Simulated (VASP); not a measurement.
# AlAs (F-43m) in VASP: settings compared

The runs below take AlAs through relaxation of cell and atoms, single point, with PBEsol, PBE.

Program: VASP 6.6.1. These are calculated values, not measurements. Logs are shortened: lines on timing, memory, paths and dates and some standing lists are left out, and cuts for length are marked.

## Step 1: The cell of the first run

The structure is cubic, space group F-43m (No. 216). The conventional cell has a = 5.661 Å, b = 5.661 Å, c = 5.661 Å, α = 90.00°, β = 90.00°, γ = 90.00°. Al (site symmetry -43m) has 4 As at 2.45 Å within 3.2 Å. Within 3.2 Å of As (site symmetry -43m) lie 4 Al at 2.45 Å.

## Step 2: Relaxation of cell and atoms, PBEsol

INCAR reads:

```
SYSTEM = AlAs
  ALGO = Normal
  EDIFF = 1E-7
  EDIFFG = -0.005
  ENCUT = 600
  GGA = PS
  IBRION = 2
  ISIF = 3
  ISMEAR = 0
  LASPH = .TRUE.
  LCHARG = .FALSE.
  LREAL = .FALSE.
  LWAVE = .FALSE.
  NELM = 60
  NSW = 100
  PREC = Accurate
  SIGMA = 0.02
```

KPOINTS reads:

```
k-points
0
G
  8 8 8
  0 0 0
```

POSCAR reads:

```
AlAs
1.0
    0.0000000000      2.8304000000      2.8304000000
    2.8304000000      0.0000000000      2.8304000000
    2.8304000000      2.8304000000      0.0000000000
Al As
1 1
Direct
    0.0000000000      0.0000000000      0.0000000000
    0.7500000000      0.7500000000      0.7500000000
```

Potentials or basis: VASP PAW PBE potentials, release 64 (Al, As).

Started as:

```console
$ cat potpaw_PBE.64/Al/POTCAR potpaw_PBE.64/As/POTCAR > POTCAR
$ mpirun -np 1 vasp_std > vasp.out
```

OUTCAR:

```text
SYSTEM = AlAs
   EDIFF = 1E-7
   EDIFFG = -0.005
   ENCUT = 600
   GGA = PS
   IBRION = 2
   ISIF = 3
   ISMEAR = 0
   LASPH = .TRUE.
   LREAL = .FALSE.
   NELM = 60
   NSW = 100
   PREC = Accurate

 ion  position               nearest neighbor table
   1  0.000  0.000  0.000-   2 2.45   2 2.45   2 2.45   2 2.45
   2  0.750  0.750  0.750-   1 2.45   1 2.45   1 2.45   1 2.45

  LATTYP: Found a face centered cubic cell.
 ALAT       =     5.6608000000

  Lattice vectors:

 A1 = (   0.0000000000,   2.8304000000,   2.8304000000)
 A2 = (   2.8304000000,   0.0000000000,   2.8304000000)
 A3 = (   2.8304000000,   2.8304000000,   0.0000000000)

Analysis of symmetry for initial positions (statically):
[... 5 lines left out ...]
 face centered cubic supercell.

 Subroutine GETGRP returns: Found 24 space group operations
 (whereof 24 operations were pure point group operations)
 out of a pool of 48 trial point group operations.

The static configuration has the point symmetry T_d .

Analysis of symmetry for dynamics (positions and initial velocities):
[... 5 lines left out ...]
 face centered cubic supercell.

 Subroutine GETGRP returns: Found 24 space group operations
 (whereof 24 operations were pure point group operations)
 out of a pool of 48 trial point group operations.

The dynamic configuration has the point symmetry T_d .

 Subroutine INISYM returns: Found 24 space group operations
 (whereof 24 operations are pure point group operations),
 and found     1 'primitive' translations

----------------------------------------------------------------------------------------

                                     Primitive cell

  volume of cell :      45.3496

  direct lattice vectors                    reciprocal lattice vectors
     0.000000000  2.830400000  2.830400000    -0.176653477  0.176653477  0.176653477
     2.830400000  0.000000000  2.830400000     0.176653477 -0.176653477  0.176653477
     2.830400000  2.830400000  0.000000000     0.176653477  0.176653477 -0.176653477

  length of vectors
     4.002790067  4.002790067  4.002790067     0.305972797  0.305972797  0.305972797

  position of ions in fractional coordinates (direct lattice)
     0.000000000  0.000000000  0.000000000
     0.750000000  0.750000000  0.750000000

  ion indices of the primitive-cell ions
   primitive index   ion index
                 1           1
                 2           2

[... 76 lines left out ...]
   NFREE  =      1    steps in history (QN), initial steepest desc. (CG)
   ISIF   =      3    stress and relaxation
   ISYM   =      2    0-nonsym 1-usesym 2-fastsym
   POTIM  = 0.5000    time-step for ionic-motion
   TEBEG  =    0.0;   TEEND  =   0.0 temperature during run
   PSTRESS=    0.0 pullay stress
   NELECT =       8.0000    total number of electrons
   NUPDOWN=      -1.0000    fix difference up-down
   EMIN   =  10.00;   EMAX   =-10.00  energy-range for DOS
   EFERMI =   0.00;   METHOD = LEGACY
   ISMEAR =     0;   SIGMA  =   0.02  broadening in eV -4-tet -1-fermi 0-gaus
   EFERMI_NEDOS =   21; number of points for ismear=-14 and -15
   IALGO  =     38    algorithm
   IMIX   =      4    mixing-type and parameters
     AMIX     =   0.40;   BMIX     =  1.00
     AMIX_MAG =   1.60;   BMIX_MAG =  1.00
  volume/ion in A,a.u.               =      22.67       153.02
  Fermi-wavevector in a.u.,A,eV,Ry     =   0.918150  1.735052 11.469706  0.843000
  Thomas-Fermi vector in A             =   2.043199
   LORBIT       =      0    0 simple, 1 ext, 2 COOP (PROOUT), +10 PAW based schemes
   GGA     = PS    functional components
   LHFCALC =     F    Hartree Fock is set to
   AEXX    =    0.0000 exact exchange contribution
   IVDW    =     0    specifies the selected vdW correction
   LEPSILON=     F    determine dielectric tensor
   LRPA    =     F    only Hartree local field effects (RPA)
 conjugate gradient relaxation of ions
 non-spin polarized calculation
 Gauss-broadening in eV      SIGMA  =   0.02
  energy-cutoff  :      600.00
  volume of cell :       45.35
 maximum number of plane-waves:      1540
   NGX = 15   NGY = 15   NGZ = 15

--------------------------------------- Ionic step        1  -------------------------------------------

 number of electron       8.0000001 magnetization

 Free energy of the ion-electron system (eV)
  ---------------------------------------------------
  ext. energy  EPLUGINS =         0.00000000
  ---------------------------------------------------
  free energy    TOTEN  =       -10.06365209 eV

  energy without entropy =      -10.06365209  energy(sigma->0) =      -10.06365209

------------------------ aborting loop because EDIFF is reached ----------------------------------------

  FORCE on cell =-STRESS in cart. coord.  units (eV):
  Direction    XX          YY          ZZ          XY          YZ          ZX
  --------------------------------------------------------------------------------------
  -------------------------------------------------------------------------------------
  Total        0.2328068      0.2328068      0.2328068      0.0000000      0.0000000      0.0000000
  in kB        8.2249429      8.2249429      8.2249429      0.0000000      0.0000000      0.0000000
  external PRESSURE =       8.2249429 kB  Pullay stress =       0.0000000 kB
[... 59 lines left out ...]
--------------------------------------- Ionic step        3  -------------------------------------------

 number of electron       8.0000001 magnetization

 Free energy of the ion-electron system (eV)
  ---------------------------------------------------
  ext. energy  EPLUGINS =         0.00000000
  ---------------------------------------------------
  free energy    TOTEN  =       -10.06493626 eV

  energy without entropy =      -10.06493626  energy(sigma->0) =      -10.06493626

 E-fermi :   3.7924     XC(G=0):  -9.1529

 val. band max:        3.7082986763   @ k =   0.0000   0.0000   0.0000
 cond. band min:       5.0464763516   @ k =   0.5000   0.5000   0.0000
 fundamental gap:      1.3381776753
 Fermi energy:         3.7924271951

 k-point     1 :       0.0000    0.0000    0.0000
  band No.  band energies     occupation
      1      -8.1168      2.00000
      2       3.7083      2.00000
      3       3.7083      2.00000
      4       3.7083      2.00000
      5       5.6018      0.00000
      6       7.9525      0.00000
      7       7.9525      0.00000
      8       7.9525      0.00000
[... 243 lines left out ...]
 k-point    24 :      -0.3750    0.2500    0.1250
  band No.  band energies     occupation
      1      -6.4569      2.00000
      2      -1.5329      2.00000
      3       1.0195      2.00000
      4       2.1723      2.00000
      5       7.2939      0.00000
      6       7.8607      0.00000
      7      10.3076      0.00000
      8      11.2383      0.00000

 [... further k-points ...]
[... 5 lines left out ...]
  --------------------------------------------------------------------------------------
  -------------------------------------------------------------------------------------
  Total        0.0012879      0.0012879      0.0012879      0.0000000      0.0000000     -0.0000000
  in kB        0.0450007      0.0450007      0.0450007      0.0000000      0.0000000     -0.0000000
  external PRESSURE =       0.0450007 kB  Pullay stress =       0.0000000 kB
[... 17 lines left out ...]
  FREE ENERGIE OF THE ION-ELECTRON SYSTEM (eV)
  ---------------------------------------------------
  free  energy   TOTEN  =       -10.0649362582 eV

  energy  without entropy=      -10.0649362582  energy(sigma->0) =      -10.06493626

 reached required accuracy - stopping structural energy minimisation
```

Wall time 30 s (1 thread of AMD EPYC 7R13, shared host); peak memory 0.19 GiB.

What came out:

| Item | Value |
| --- | --- |
| Free energy | -10.0649 eV |
| Relaxed volume | 22.93 Å³/atom |
| Relaxed cell | a = 4.018 Å, b = 4.018 Å, c = 4.018 Å, α = 60.00°, β = 60.00°, γ = 60.00° |
| Space group after relaxing (to 0.05 Å) | F-43m (No. 216) |
| Energy gained by relaxing | 0.6 meV/atom |
| Ionic steps | 3 |
| Pressure after relaxing | 0.0 GPa |
| Band gap on the k mesh | 1.34 eV, indirect (least direct gap 1.89 eV) |

The path:
```csv
step,energy change (eV),largest force (eV/Å),pressure (GPa),volume (Å³)
1,0.0000,0.0000,0.82,45.35
2,-0.0009,0.0000,-0.41,46.12
3,-0.0013,0.0000,0.00,45.86
```

Final structure:
```
Al As
1.0
     0.00000    2.84088    2.84088
     2.84088    0.00000    2.84088
     2.84088    2.84088    0.00000
Al As
1 1
Direct
  0.00000 0.00000 0.00000
  0.75000 0.75000 0.75000
```

Caveat: the PAW data sets were made with another functional, which shifts forces and pressure a little.

## Step 3: Single point, PBEsol

This run uses another cell than the first one, of 22.84 Å³/atom, 1.007 times its volume.

INCAR reads:

```
PREC = Accurate
ENCUT = 520
EDIFF = 1E-6
ISMEAR = 0
SIGMA = 0.02
LREAL = False
LASPH = True
NELM = 80
ALGO = Normal
ISIF = 2
LWAVE = False
LCHARG = False
GGA = PS
NBANDS = 11
```

KPOINTS reads:

```
regular mesh
0
Gamma
  8 8 8
```

POSCAR reads:

```
AlAs
1.0
    0.0000000000      2.8372982419      2.8372982419
    2.8372982419      0.0000000000      2.8372982419
    2.8372982419      2.8372982419      0.0000000000
Al As
1 1
Direct
    0.0000000000      0.0000000000      0.0000000000
    0.7500000000      0.7500000000      0.7500000000
```

Potentials or basis: VASP PAW PBE potentials, release 64 (Al, As).

Started as:

```console
$ cat potpaw_PBE.64/Al/POTCAR potpaw_PBE.64/As/POTCAR > POTCAR
$ mpirun -np 1 vasp_std > vasp.out
```

Wall time 28 s (1 thread of AMD EPYC 7R13 (Zen 3), shared host); peak memory 0.14 GiB.

It converged, with:

```yaml
Free_energy: -10.0647 eV
Pressure: 0.3 GPa
Band_gap_on_the_k_mesh: 1.33 eV, indirect (least direct gap 1.92 eV)
```

Levels at points of the mesh, in eV from the valence-band top:
```
           k point  band 1  band 2  band 3  band 4  band 5  band 6  band 7  band 8
(0.00, 0.00, 0.00)  -11.85    0.00    0.00    0.00    1.92    4.25    4.25    4.25
(0.50, 0.00, 0.00)  -10.44   -5.57   -0.82   -0.82    2.05    4.63    4.63    7.56
(0.50, 0.50, 0.00)   -9.89   -5.42   -2.17   -2.17    1.33    2.22   10.23   10.23
```

Caveat: the PAW data sets were made with another functional, which shifts forces and pressure a little. As with any semilocal functional, this PBEsol gap is likely too small.

## Step 4: Single point, PBE

This run uses another cell than the first one, of 22.84 Å³/atom, 1.007 times its volume.

INCAR reads:

```
  PREC = Accurate
  ENCUT = 500
  EDIFF = 1E-6
  ISMEAR = 0
  SIGMA = 0.02
  LREAL = False
  LASPH = True
  NELM = 120
  ALGO = Normal
  ISIF = 2
  LWAVE = False
  LCHARG = False
  GGA = PE
  NBANDS = 11
  GGA_COMPAT = False
```

KPOINTS is that of step 3.

POSCAR reads:

```
AlAs
1.0
    0.0000000000      2.8372982407      2.8372982407
    2.8372982407      0.0000000000      2.8372982407
    2.8372982407      2.8372982407      0.0000000000
Al As
1 1
Direct
    0.0000000000      0.0000000000      0.0000000000
    0.2500000000      0.2500000000      0.2500000000
```

Started as:

```console
$ cat potpaw_PBE.64/Al/POTCAR potpaw_PBE.64/As/POTCAR > POTCAR
$ mpirun -np 1 vasp_std > vasp.out
```

Run time: 25 s. Hardware: 1 thread of Intel Xeon 8259CL, shared host; peak memory 0.17 GiB.

The run converged. Its results:

```
Free energy            : -9.3785 eV
Pressure               : 2.2 GPa
Band gap on the k mesh : 1.45 eV, indirect (least direct gap 2.00 eV)
```

Levels at points of the mesh, in eV from the valence-band top:
```tsv
k point	band 1	band 2	band 3	band 4	band 5	band 6	band 7	band 8	band 9
(0.00, 0.00, 0.00)	-11.82	0.00	0.00	0.00	2.00	4.27	4.27	4.27	8.83
(0.50, 0.00, 0.00)	-10.42	-5.54	-0.82	-0.82	2.12	4.67	4.67	7.74	11.13
(0.50, 0.50, 0.00)	-9.88	-5.41	-2.16	-2.16	1.45	2.29	10.28	10.28	11.70
```

(Continued in part 2 of 2.)
